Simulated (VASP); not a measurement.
# Pt (I4/mmm) in VASP: notebook

Pt is run at these levels: r2SCAN; tasks: single point.

All numbers are computed with VASP 6.6.1; they aren't measurements. Logs are shortened: lines on timing, memory, paths and dates and some standing lists are left out, and cuts for length are marked.

**1. The cell of the first run**

The structure is tetragonal, space group I4/mmm (No. 139). The conventional cell has a = 2.838 Å, b = 2.838 Å, c = 3.720 Å, α = 90.00°, β = 90.00°, γ = 90.00°. Within 3.8 Å of Pt (site symmetry 4/mmm) lie 14 Pt at 2.74 to 3.72 Å.

**2. Single point, r2SCAN (strain +0.025 along x and y, -0.050 along z)**

Contents of POSCAR:

```
Pt
1.0
    0.0000000000      2.0068475000      1.8600050000
    2.0068475000      0.0000000000      1.8600050000
    2.0068475000      2.0068475000      0.0000000000
Pt
1
Direct
    0.0000000000      0.0000000000      0.0000000000
```

Contents of INCAR.step1:

```
SYSTEM = Pt
PREC     = Accurate       ! precision mode
ENCUT    = 520            ! plane-wave cutoff, eV
ISMEAR   = 0              ! smearing method
SIGMA    = 0.15           ! smearing width, eV
LREAL    = .False.        ! projectors in reciprocal space
LASPH    = .True.         ! aspherical terms in the spheres
NELM     = 100            ! most SCF steps
NBANDS   = 11             ! bands
GGA      = PE             ! functional
ALGO     = Normal         ! electronic algorithm
EDIFF    = 1E-4           ! SCF threshold, eV
LWAVE    = .True.         ! write WAVECAR
LCHARG   = .False.        ! write CHGCAR
```

Contents of INCAR.step2:

```
SYSTEM = Pt
PREC     = Accurate       ! precision mode
ENCUT    = 520            ! plane-wave cutoff, eV
EDIFF    = 1E-6           ! SCF threshold, eV
ISMEAR   = 0              ! smearing method
SIGMA    = 0.15           ! smearing width, eV
LREAL    = .False.        ! projectors in reciprocal space
LASPH    = .True.         ! aspherical terms in the spheres
NELM     = 100            ! most SCF steps
ALGO     = Normal         ! electronic algorithm
ISIF     = 2              ! what is computed and relaxed
LWAVE    = .False.        ! write WAVECAR
LCHARG   = .False.        ! write CHGCAR
METAGGA  = R2SCAN         ! meta-GGA
LMIXTAU  = .True.       
NBANDS   = 11             ! bands
ISTART   = 1
```

Contents of KPOINTS:

```
Automatic mesh
0
Gamma
  20 20 20
  0 0 0
```

Potentials or basis: VASP PAW PBE potentials, release 64 (Pt).

Run with:

```console
> cat potpaw_PBE.64/Pt/POTCAR > POTCAR
> cp INCAR.step1 INCAR
> mpirun -np 1 vasp_std > vasp.out
> cp INCAR.step2 INCAR
> mpirun -np 1 vasp_std > vasp.out
```

OUTCAR:

```text
SYSTEM = Pt
   PREC = Accurate
   ENCUT = 520
   EDIFF = 1E-6
   ISMEAR = 0
   LREAL = .False.
   LASPH = .True.
   NELM = 100
   ISIF = 2
   METAGGA = R2SCAN
   ISTART = 1

 ion  position               nearest neighbor table
   1  0.000  0.000  0.000-

  LATTYP: Found a body centered tetragonal cell.
 ALAT       =     2.8381109521
 C/A-ratio  =     1.3107345212

  Lattice vectors:

 A1 = (   0.0000000000,  -2.0068475000,  -1.8600050000)
 A2 = (   0.0000000000,   2.0068475000,  -1.8600050000)
 A3 = (   2.0068475000,   0.0000000000,   1.8600050000)

Analysis of symmetry for initial positions (statically):
=====================================================================
 Subroutine PRICEL returns:
 Original cell was already a primitive cell.

 Routine SETGRP: Setting up the symmetry group for a
 body centered tetragonal supercell.

 Subroutine GETGRP returns: Found 16 space group operations
 (whereof 16 operations were pure point group operations)
 out of a pool of 16 trial point group operations.

The static configuration has the point symmetry D_4h.

Analysis of symmetry for dynamics (positions and initial velocities):
=====================================================================
 Subroutine PRICEL returns:
 Original cell was already a primitive cell.

 Routine SETGRP: Setting up the symmetry group for a
 body centered tetragonal supercell.

 Subroutine GETGRP returns: Found 16 space group operations
 (whereof 16 operations were pure point group operations)
 out of a pool of 16 trial point group operations.

The dynamic configuration has the point symmetry D_4h.

 Subroutine INISYM returns: Found 16 space group operations
 (whereof 16 operations are pure point group operations),
 and found     1 'primitive' translations

----------------------------------------------------------------------------------------

                                     Primitive cell

  volume of cell :      14.9821

  direct lattice vectors                    reciprocal lattice vectors
     0.000000000  2.006847500  1.860005000    -0.249146983  0.249146983  0.268816482
     2.006847500  0.000000000  1.860005000     0.249146983 -0.249146983  0.268816482
     2.006847500  2.006847500  0.000000000     0.249146983  0.249146983 -0.268816482

  length of vectors
     2.736248433  2.736248433  2.838110952     0.443182512  0.443182512  0.443182512

  position of ions in fractional coordinates (direct lattice)
     0.000000000  0.000000000  0.000000000

  ion indices of the primitive-cell ions
   primitive index   ion index
                 1           1

----------------------------------------------------------------------------------------

 KPOINTS: Automatic mesh

Automatic generation of k-mesh.
 Grid dimensions read from file:
 generate k-points for:   20   20   20

 Generating k-lattice:

  Cartesian coordinates                     Fractional coordinates (reciprocal lattice)
    -0.012457349  0.012457349  0.013440824     0.050000000 -0.000000000  0.000000000
     0.012457349 -0.012457349  0.013440824    -0.000000000  0.050000000  0.000000000
     0.012457349  0.012457349 -0.013440824     0.000000000  0.000000000  0.050000000

  Length of vectors
     0.022159126  0.022159126  0.022159126

  Shift w.r.t. Gamma in fractional coordinates (k-lattice)
     0.000000000  0.000000000  0.000000000

 Subroutine IBZKPT returns following result:
 ===========================================

 Found    641 irreducible k-points:

 Following reciprocal coordinates:
            Coordinates               Weight
  0.000000  0.000000  0.000000      1.000000
  0.050000  0.000000  0.000000      8.000000
  0.100000  0.000000  0.000000      8.000000
  0.150000  0.000000  0.000000      8.000000
  0.200000  0.000000  0.000000      8.000000
  0.250000  0.000000  0.000000      8.000000
[... 16 lines left out ...]
 -0.400000  0.050000  0.000000      8.000000
 -0.350000  0.050000  0.000000      8.000000
 [... further k-points ...]
   k-points           NKPTS =    641   k-points in BZ     NKDIM =    641   number of bands    NBANDS=     11
   number of dos      NEDOS =    301   number of ions     NIONS =      1
   total plane-waves  NPLWV =   9600
   dimension x,y,z NGX =    20 NGY =   20 NGZ =   24
   dimension x,y,z NGXF=    40 NGYF=   40 NGZF=   48
   ions per type =               1
   NGX,Y,Z   is equivalent  to a cutoff of  12.15, 12.15, 14.06 a.u.
   NGXF,Y,Z  is equivalent  to a cutoff of  24.30, 24.30, 28.12 a.u.
 SYSTEM =  Pt
   PREC   = accura    normal or accurate (medium, high low for compatibility)
   ISTART =      1    job   : 0-new  1-cont  2-samecut
   ICHARG =      0    charge: 1-file 2-atom 10-const
   ISPIN  =      1    spin polarized calculation?
   LNONCOLLINEAR =      F non collinear calculations
   LSORBIT =      F    spin-orbit coupling
   LASPH  =      T    aspherical Exc in radial PAW
   ENCUT  =  520.0 eV  38.22 Ry    6.18 a.u.   5.09  5.09  5.28*2*pi/ulx,y,z
   NELM   =    100;   NELMIN=  2; NELMDL=  0     # of ELM steps
   EDIFF  = 0.1E-05   stopping-criterion for ELM
   LREAL  =      F    real-space projection
   EDIFFG = 0.1E-04   stopping-criterion for IOM
   NSW    =      0    number of steps for IOM
   IBRION =     -1    ionic relax: 0-MD 1-quasi-New 2-CG
   NFREE  =      0    steps in history (QN), initial steepest desc. (CG)
   ISIF   =      2    stress and relaxation
   ISYM   =      2    0-nonsym 1-usesym 2-fastsym
   POTIM  = 0.5000    time-step for ionic-motion
   TEBEG  =    0.0;   TEEND  =   0.0 temperature during run
   PSTRESS=    0.0 pullay stress
   NELECT =      10.0000    total number of electrons
   NUPDOWN=      -1.0000    fix difference up-down
   EMIN   =  10.00;   EMAX   =-10.00  energy-range for DOS
   EFERMI =   0.00;   METHOD = LEGACY
   ISMEAR =     0;   SIGMA  =   0.15  broadening in eV -4-tet -1-fermi 0-gaus
   EFERMI_NEDOS =   21; number of points for ismear=-14 and -15
   IALGO  =     38    algorithm
   IMIX   =      4    mixing-type and parameters
     AMIX     =   0.40;   BMIX     =  1.00
     AMIX_MAG =   1.60;   BMIX_MAG =  1.00
  volume/ion in A,a.u.               =      14.98       101.10
  Fermi-wavevector in a.u.,A,eV,Ry     =   1.430706  2.703643 27.850052  2.046921
  Thomas-Fermi vector in A             =   2.550523
   LORBIT       =      0    0 simple, 1 ext, 2 COOP (PROOUT), +10 PAW based schemes
   METAGGA = R2SCAN    functional components
   LHFCALC =     F    Hartree Fock is set to
   AEXX    =    0.0000 exact exchange contribution
   IVDW    =     0    specifies the selected vdW correction
   LEPSILON=     F    determine dielectric tensor
   LRPA    =     F    only Hartree local field effects (RPA)
 non-spin polarized calculation
 Gauss-broadening in eV      SIGMA  =   0.15
  energy-cutoff  :      520.00
  volume of cell :       14.98
 maximum number of plane-waves:       427
   NGX = 11   NGY = 11   NGZ = 11

 number of electron      10.0000000 magnetization

 Free energy of the ion-electron system (eV)
  ---------------------------------------------------
  ext. energy  EPLUGINS =         0.00000000
  ---------------------------------------------------
  free energy    TOTEN  =       -51.49122373 eV

  energy without entropy =      -51.47351673  energy(sigma->0) =      -51.48237023

 E-fermi :  11.1174     XC(G=0): -14.6777

 val. band max:       11.1159637591   @ k =  -0.2500   0.2500   0.2000
 cond. band min:      11.1197522743   @ k =  -0.3000   0.1000   0.0000
 fundamental gap:      0.0037885151
 Fermi energy:        11.1174239604

 k-point     1 :       0.0000    0.0000    0.0000
  band No.  band energies     occupation
      1       0.5738      2.00000
      2       6.9329      2.00000
      3       6.9329      2.00000
      4       7.7975      2.00000
      5       8.8484      2.00000
      6       9.8257      2.00000
      7      26.7141      0.00000
      8      31.1509      0.00000
      9      31.1509      0.00000
     10      33.2610      0.00000
     11      37.8505      0.00000

 k-point     2 :       0.0500    0.0000    0.0000
  band No.  band energies     occupation
      1       0.6800      2.00000
      2       6.9241      2.00000
      3       6.9749      2.00000
      4       7.7989      2.00000
      5       8.8364      2.00000
      6       9.7923      2.00000
      7      26.8769      0.00000
      8      30.8954      0.00000
      9      31.3095      0.00000
     10      33.0827      0.00000
     11      38.4953      0.00000

 k-point     3 :       0.1000    0.0000    0.0000
  band No.  band energies     occupation
      1       0.9909      2.00000
      2       6.8821      2.00000
      3       7.0820      2.00000
      4       7.8253      2.00000
      5       8.8221      2.00000
      6       9.7069      2.00000
      7      27.3267      0.00000
      8      29.9707      0.00000
      9      31.7748      0.00000
     10      33.1920      0.00000
     11      39.1987      0.00000

 k-point     4 :       0.1500    0.0000    0.0000
  band No.  band energies     occupation
      1       1.4791      2.00000
      2       6.8015      2.00000
      3       7.1946      2.00000
      4       7.8989      2.00000
      5       8.8722      2.00000
      6       9.6151      2.00000
      7      27.9240      0.00000
      8      28.6111      0.00000
      9      32.5151      0.00000
     10      33.7995      0.00000
     11      37.6754      0.00000
[... 239 lines left out ...]
 k-point    22 :      -0.4500    0.0500    0.0000
  band No.  band energies     occupation
      1       3.5960      2.00000
      2       6.7369      2.00000
      3       7.4688      2.00000
      4       9.8506      2.00000
      5      11.2785      0.12885
      6      11.7110      0.00000
      7      17.7600      0.00000
      8      26.3678      0.00000
      9      30.6068      0.00000
     10      31.7401      0.00000
     11      40.0932      0.00000

 k-point    23 :      -0.4000    0.0500    0.0000
  band No.  band energies     occupation
      1       3.5969      2.00000
      2       6.7989      2.00000
      3       7.5267      2.00000
      4       9.2395      2.00000
      5      10.9109      1.94849
      6      11.2212      0.32787
      7      19.1514      0.00000
      8      26.6416      0.00000
      9      31.4800      0.00000
     10      31.9595      0.00000
     11      39.5453      0.00000

 k-point    24 :      -0.3500    0.0500    0.0000
  band No.  band energies     occupation
      1       3.5486      2.00000
      2       6.9105      2.00000
      3       7.6315      2.00000
      4       8.2699      2.00000
      5      10.4004      2.00000
      6      10.8203      1.99491
      7      21.0083      0.00000
      8      27.1314      0.00000
      9      32.4676      0.00000
     10      32.7982      0.00000
     11      38.1077      0.00000

 [... further k-points ...]

------------------------ aborting loop because EDIFF is reached ----------------------------------------

  FORCE on cell =-STRESS in cart. coord.  units (eV):
  Direction    XX          YY          ZZ          XY          YZ          ZX
  --------------------------------------------------------------------------------------
  -------------------------------------------------------------------------------------
  Total        0.5361821      0.5361821      0.9738135      0.0000000     -0.0000000      0.0000000
  in kB       57.3389926     57.3389926    104.1390316      0.0000000     -0.0000000      0.0000000
  external PRESSURE =      72.9390056 kB  Pullay stress =       0.0000000 kB

 VOLUME and BASIS-vectors are now :
 -----------------------------------------------------------------------------
  energy-cutoff  :      520.00
  volume of cell :       14.98
      direct lattice vectors                 reciprocal lattice vectors
     0.000000000  2.006847500  1.860005000    -0.249146983  0.249146983  0.268816482
     2.006847500  0.000000000  1.860005000     0.249146983 -0.249146983  0.268816482
     2.006847500  2.006847500  0.000000000     0.249146983  0.249146983 -0.268816482

 POSITION                                       TOTAL-FORCE (eV/Angst)
 -----------------------------------------------------------------------------------
      0.00000      0.00000      0.00000         0.000000      0.000000      0.000000
 -----------------------------------------------------------------------------------
    total drift:                               -0.000000      0.000000      0.000000

  FREE ENERGIE OF THE ION-ELECTRON SYSTEM (eV)
  ---------------------------------------------------
  free  energy   TOTEN  =       -51.4912237267 eV

  energy  without entropy=      -51.4735167254  energy(sigma->0) =      -51.48237023
```

Run time: 3.2 min. Hardware: 1 thread of Intel Xeon Platinum 8488C (Sapphire Rapids), shared host; peak memory 0.22 GiB.

What came out:

```
Free energy            : -51.4912 eV
Pressure               : 7.3 GPa
Band gap on the k mesh : zero (bands 5 and 6 overlap by 2.73 eV)
```

Caveat: the cell differs from its parent crystal (strain +0.025 along x and y, -0.050 along z); the cell stands under pressure; the PAW data sets were made with another functional, which shifts forces and pressure a little; spin-orbit coupling is left out, which moves the levels of the heavy elements.

**3. Single point, r2SCAN (strain +0.025 along x and y, -0.025 along z)**

Contents of POSCAR:

```
Pt
1.0
    0.0000000000      2.0068475000      1.9089525000
    2.0068475000      0.0000000000      1.9089525000
    2.0068475000      2.0068475000      0.0000000000
Pt
1
Direct
    0.0000000000      0.0000000000      0.0000000000
```

Contents of INCAR.step1:

```
SYSTEM = Pt
  PREC = Accurate
  ENCUT = 520
  ISMEAR = 0
  SIGMA = 0.15
  LREAL = .False.
  LASPH = .True.
  NELM = 60
  NBANDS = 11
  GGA = PE
  ALGO = Normal
  EDIFF = 1E-4
  LWAVE = .True.
  LCHARG = .False.
```

Contents of INCAR.step2:

```
SYSTEM = Pt
  PREC = Accurate
  ENCUT = 520
  EDIFF = 1E-6
  ISMEAR = 0
  SIGMA = 0.15
  LREAL = .False.
  LASPH = .True.
  NELM = 60
  ALGO = Normal
  ISIF = 2
  LWAVE = .False.
  LCHARG = .False.
  METAGGA = R2SCAN
  LMIXTAU = .True.
  NBANDS = 11
  ISTART = 1
```

Contents of KPOINTS:

```
regular mesh
0
Gamma
  20 20 20
  0 0 0
```

Potentials or basis: VASP PAW PBE potentials, release 64 (Pt).

Run with:

```console
> cat potpaw_PBE.64/Pt/POTCAR > POTCAR
> cp INCAR.step1 INCAR
> mpirun -np 1 vasp_std > vasp.out
> cp INCAR.step2 INCAR
> mpirun -np 1 vasp_std > vasp.out
```

Run time: 3.2 min. Hardware: 1 thread of Intel Xeon Platinum 8488C (Sapphire Rapids), shared host; peak memory 0.24 GiB.

The run converged. Its results:

```
Free energy            : -51.5059 eV
Pressure               : -0.5 GPa
Band gap on the k mesh : zero (bands 5 and 6 overlap by 2.49 eV)
```

Stress tensor (GPa, compression positive):
```
-1.54  0.00  0.00
 0.00 -1.54  0.00
 0.00  0.00  1.63
```

Levels at points of the mesh, in eV from the Fermi level:
```
           k point  band 3  band 4  band 5  band 6  band 7  band 8
(0.00, 0.00, 0.00)   -3.96   -3.40   -2.02   -1.39   15.59   20.18
(0.50, 0.00, 0.00)   -3.59   -0.20   -0.13    0.19    6.04   15.12
(0.50, 0.50, 0.00)   -0.05    0.54    0.54    2.68   10.03   11.35
(0.50, 0.00, 0.50)   -0.08    0.25    0.73    1.68    8.71   12.15
```

Caveat: the cell differs from its parent crystal (strain +0.025 along x and y, -0.025 along z); the PAW data sets were made with another functional, which shifts forces and pressure a little; spin-orbit coupling is left out, which moves the levels of the heavy elements.

(Continued in part 2 of 2.)
